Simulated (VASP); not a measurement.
# Li (P-6m2) in VASP: notebook, part 2 of 2

VASP 6.6.1.

### 5 Single point, PBE

Input file INCAR:

```
PREC     = Accurate       # precision mode
ENCUT    = 520            # plane-wave cutoff, eV
EDIFF    = 1E-6           # SCF threshold, eV
ISMEAR   = 0              # smearing method
SIGMA    = 0.1            # smearing width, eV
LREAL    = F              # projectors in reciprocal space
LASPH    = T              # aspherical terms in the spheres
NELM     = 100            # most SCF steps
ALGO     = Normal         # electronic algorithm
ISIF     = 2              # what is computed and relaxed
LWAVE    = F              # write WAVECAR
LCHARG   = F              # write CHGCAR
GGA      = PE             # functional
NBANDS   = 12             # bands
```

Input file KPOINTS:

```
Automatic mesh
0
Gamma
  6 6 4
```

Input file POSCAR:

```
Li
1.0
    3.0088829570      0.0000000000      0.0000000000
   -1.5044414785      2.6057690778      0.0000000000
    0.0000000000      0.0000000000      7.7861941878
Li
3
Direct
    0.6666666667      0.3333333333      0.6763014927
    0.6666666667      0.3333333333      0.3236985073
    0.0000000000      0.0000000000      0.0000000000
```

Started as:

```console
cat potpaw_PBE.64/Li_sv/POTCAR > POTCAR
mpirun -np 1 vasp_std > vasp.out
```

Run time: 14 s. Hardware: 1 thread of AMD EPYC 7R43 (Zen 3), shared host; peak memory 0.13 GiB.

It converged, with:

```
Free energy   : -5.6115 eV
Largest force : 0.008 eV/Å
```

Forces in eV/Å, atoms in the order of the input:
```
Li   0.000  0.000  0.008
Li   0.000  0.000 -0.008
Li   0.000  0.000  0.000
```

Levels at points of the mesh, in eV from the Fermi level:
```tsv
k point	band 1	band 2	band 3	band 4	band 5	band 6	band 7	band 8	band 9	band 10
(0.00, 0.00, 0.00)	-46.60	-46.59	-46.43	-3.51	-1.72	-1.69	4.85	5.19	12.97	12.97
(0.50, 0.00, 0.00)	-46.58	-46.57	-46.42	-0.05	0.93	1.67	3.14	4.17	4.18	8.75
(0.00, 0.00, 0.50)	-46.60	-46.59	-46.43	-3.10	-3.00	-0.28	2.52	9.32	9.66	13.31
(0.50, 0.00, 0.50)	-46.58	-46.57	-46.42	0.27	0.43	1.67	2.92	4.56	5.78	5.91
```

Caveat: the k points lie up to 0.40 Å⁻¹ apart; the cutoff is under 1.25 times the usual one of these potentials, so pressure, stress and relaxed cells hold a basis-set (Pulay) error.

### 6 Relaxation of cell and atoms, PBE

This run uses another cell than the first one, of 20.44 Å³/atom, 1.006 times its volume.

Input file INCAR:

```
SYSTEM = Li
PREC = Accurate
ENCUT = 600
EDIFF = 1E-6
ISMEAR = 0
SIGMA = 0.1
LREAL = .False.
LASPH = .True.
NELM = 100
ALGO = Normal
ISIF = 3
LWAVE = .False.
LCHARG = .False.
GGA = PE
IBRION = 2
NSW = 90
EDIFFG = -0.04
```

Input file KPOINTS:

```
Automatic mesh
0
Gamma
  6 6 4
  0 0 0
```

Input file POSCAR:

```
Li
1.0
    3.5545951200      0.0000000000      0.0000000000
   -1.7772975600      3.0783696700      0.0000000000
    0.0000000000      0.0000000000      5.6034012000
Li
3
Direct
    0.6666666700      0.3333333300      0.7249647000
    0.6666666700      0.3333333300      0.2750353000
    0.0000000000      0.0000000000      0.0000000000
```

Potentials or basis: VASP PAW PBE potentials, release 64 (Li_sv).

Started as:

```console
cat potpaw_PBE.64/Li_sv/POTCAR > POTCAR
mpirun -np 1 vasp_std > vasp.out
```

Wall time 73 s (1 thread of AMD EPYC 7R43 (Zen 3), shared host); peak memory 0.14 GiB.

The run converged. Its results:

```
Free energy                            : -5.5320 eV
Relaxed volume                         : 19.54 Å³/atom
Relaxed cell                           : a = 3.103 Å, b = 3.103 Å, c = 7.029 Å, α = 90.00°, β = 90.00°, γ = 120.00°
Space group after relaxing (to 0.05 Å) : P-6m2 (No. 187)
Energy gained by relaxing              : 204.4 meV/atom
Ionic steps                            : 11
Pressure after relaxing                : -0.1 GPa
Largest force after relaxing           : 0.008 eV/Å
```

Forces in eV/Å, atoms in the order of the input:
```
Li   0.000  0.000 -0.008
Li   0.000  0.000  0.008
Li   0.000  0.000  0.000
```

Stress tensor (GPa, compression positive):
```
-0.17  0.00  0.00
 0.00 -0.17  0.00
 0.00  0.00  0.10
```

The path:
| step | energy change (eV) | largest force (eV/Å) | pressure (GPa) | volume (Å³) |
| --- | --- | --- | --- | --- |
| 1 | 0.0000 | 0.4069 | 1.42 | 61.31 |
| 2 | -0.1141 | 0.3666 | 0.78 | 62.89 |
| 3 | -0.3841 | 0.2568 | -0.59 | 67.25 |
| 4 | -0.3795 | 0.0048 | -3.74 | 74.41 |
| 5 | -0.4890 | 0.1524 | -1.81 | 70.41 |
| 6 | -0.5585 | 0.1548 | -1.35 | 65.79 |
| 7 | -0.5994 | 0.1320 | -0.43 | 59.94 |
| 8 | -0.6087 | 0.1073 | 0.07 | 58.54 |
| 9 | -0.6094 | 0.0976 | 0.25 | 58.01 |
| 10 | -0.6124 | 0.0486 | 0.08 | 58.33 |
| 11 | -0.6133 | 0.0079 | -0.08 | 58.62 |

Final structure:
```cif
data_structure
_symmetry_space_group_name_H-M 'P 1'
_symmetry_Int_Tables_number 1
_cell_length_a 3.1032
_cell_length_b 3.1032
_cell_length_c 7.0286
_cell_angle_alpha 90.000
_cell_angle_beta 90.000
_cell_angle_gamma 120.000
_cell_volume 58.62
loop_
_atom_site_label
_atom_site_type_symbol
_atom_site_fract_x
_atom_site_fract_y
_atom_site_fract_z
_atom_site_occupancy
Li1 Li 0.66667 0.33333 0.68526 1
Li2 Li 0.66667 0.33333 0.31474 1
Li3 Li 0.00000 0.00000 0.00000 1
```

Levels at points of the mesh, in eV from the Fermi level:
| k point | band 3 | band 4 | band 5 | band 6 | band 7 | band 8 |
| --- | --- | --- | --- | --- | --- | --- |
| (0.00, 0.00, 0.00) | -46.27 | -3.52 | -1.34 | -1.28 | 6.48 | 7.22 |
| (0.50, 0.00, 0.00) | -46.26 | -0.32 | 0.78 | 1.72 | 2.99 | 4.39 |
| (0.00, 0.00, 0.50) | -46.27 | -3.02 | -2.90 | 0.49 | 3.71 | 12.05 |
| (0.50, 0.00, 0.50) | -46.26 | 0.13 | 0.22 | 1.54 | 2.69 | 4.90 |

Caveat: the cutoff is under 1.25 times the usual one of these potentials, so pressure, stress and relaxed cells hold a basis-set (Pulay) error.

### 7 Single point, PBE

This run uses another cell than the first one: it holds 6 atoms, not 3.

Input file INCAR:

```
ALGO = Fast ; EDIFF = 1E-7
ENCUT = 520 ; GGA = PE
ISIF = 2 ; ISMEAR = 0
LASPH = True ; LCHARG = True
LELF = True ; LREAL = False
LVHAR = True ; LWAVE = False
NBANDS = 18 ; NELM = 60
PREC = Accurate ; SIGMA = 0.2
```

Input file KPOINTS:

```
k-points
0
Gamma
  8 4 4
```

Input file POSCAR:

```
Li
1.0
    1.5027887050     -2.6029063900      0.0000000000
   -4.5083661149     -2.6029063900      0.0000000000
    0.0000000000      0.0000000000     -7.7929750588
Li
6
Direct
    1.0000000000      0.6666666667      0.3230241645
    0.5000000000      0.1666666667      0.3230241645
    1.0000000000      0.6666666667      0.6769758355
    0.5000000000      0.1666666667      0.6769758355
    0.5000000000      0.5000000000      0.0000000000
    1.0000000000      1.0000000000      0.0000000000
```

Started as:

```console
cat potpaw_PBE.64/Li_sv/POTCAR > POTCAR
mpirun -np 1 vasp_std > vasp.out
```

Wall time 3 min (1 thread of AMD EPYC 7R43 (Zen 3), shared host); peak memory 0.21 GiB.

Results (log left out):

```
Free energy            : -11.3317 eV
Largest force          : 0.009 eV/Å
Band gap on the k mesh : zero (band 9 reaches 2.18 eV, above the bottom of band 10 at -1.38 eV)
```

Forces on the atoms (eV/Å):
```
Li  -0.004 -0.002 -0.001
Li  -0.004 -0.002 -0.001
Li  -0.004 -0.002  0.001
Li  -0.004 -0.002  0.001
Li   0.008  0.005  0.000
Li   0.008  0.005  0.000
```

Levels at points of the mesh, in eV from the Fermi level:
| k point | band 6 | band 7 | band 8 | band 9 | band 10 | band 11 | band 12 | band 13 |
| --- | --- | --- | --- | --- | --- | --- | --- | --- |
| (0.00, 0.00, 0.00) | -46.44 | -3.55 | -1.75 | -1.73 | -0.07 | 0.90 | 1.63 | 3.12 |
| (0.50, 0.00, 0.00) | -46.44 | -0.47 | -0.47 | 1.38 | 1.38 | 1.41 | 1.41 | 3.96 |
| (0.00, 0.50, 0.00) | -46.45 | -2.52 | -2.52 | -0.66 | -0.66 | -0.62 | -0.62 | 5.32 |
| (0.50, 0.50, 0.00) | -46.44 | -0.08 | -0.08 | 0.90 | 0.90 | 1.63 | 1.63 | 3.12 |
| (0.00, 0.00, 0.50) | -46.44 | -3.13 | -3.03 | -0.32 | 0.25 | 0.40 | 1.63 | 2.47 |
| (0.50, 0.00, 0.50) | -46.44 | -0.03 | -0.03 | 0.04 | 0.04 | 3.40 | 3.40 | 3.60 |
| (0.00, 0.50, 0.50) | -46.45 | -2.10 | -2.10 | -1.99 | -1.99 | 1.03 | 1.03 | 2.89 |
| (0.50, 0.50, 0.50) | -46.44 | 0.25 | 0.25 | 0.40 | 0.40 | 1.63 | 1.63 | 2.91 |

Caveat: the cutoff is under 1.25 times the usual one of these potentials, so pressure, stress and relaxed cells hold a basis-set (Pulay) error.

### 8 Overview

```tsv
task	cell	k mesh	cutoff (eV)	smearing	gap on the mesh (eV)	pressure (GPa)	relaxed volume (Å³/atom)	largest force (eV/Å)
single point	a = 3.006, b = 3.006, c = 7.793 Å, angles 90.0, 90.0, 120.0°, 3 atoms	18 × 18 × 6	520	gaussian 0.1 eV	none	-	-	-
relaxation of cell and atoms	relaxed from a = 3.009, b = 3.009, c = 7.786 Å, angles 90.0, 90.0, 120.0°, 3 atoms	18 × 18 × 6	600	gaussian 0.1 eV	none	0.0	20.14	-
single point	a = 3.555, b = 3.555, c = 5.603 Å, angles 90.0, 90.0, 120.0°, 3 atoms	6 × 6 × 4	520	gaussian 0.1 eV	none	-	-	0.41
single point	a = 3.009, b = 3.009, c = 7.786 Å, angles 90.0, 90.0, 120.0°, 3 atoms	6 × 6 × 4	520	gaussian 0.1 eV	none	-	-	0.01
relaxation of cell and atoms	relaxed from a = 3.555, b = 3.555, c = 5.603 Å, angles 90.0, 90.0, 120.0°, 3 atoms	6 × 6 × 4	600	gaussian 0.1 eV	none	-0.1	19.54	0.01
single point	a = 3.006, b = 5.206, c = 7.793 Å, 6 atoms	8 × 4 × 4	520	gaussian 0.2 eV	none	-	-	0.01
```

Alike in all rows: level PBE; potentials or basis VASP PAW PBE potentials, release 64 (Li_sv); no spin polarisation.

Caveats: some runs use coarse meshes; the cutoff is under 1.25 times the usual one of these potentials, so pressure, stress and relaxed cells hold a basis-set (Pulay) error.

Absolute energies hang on the potentials; compare differences alone.
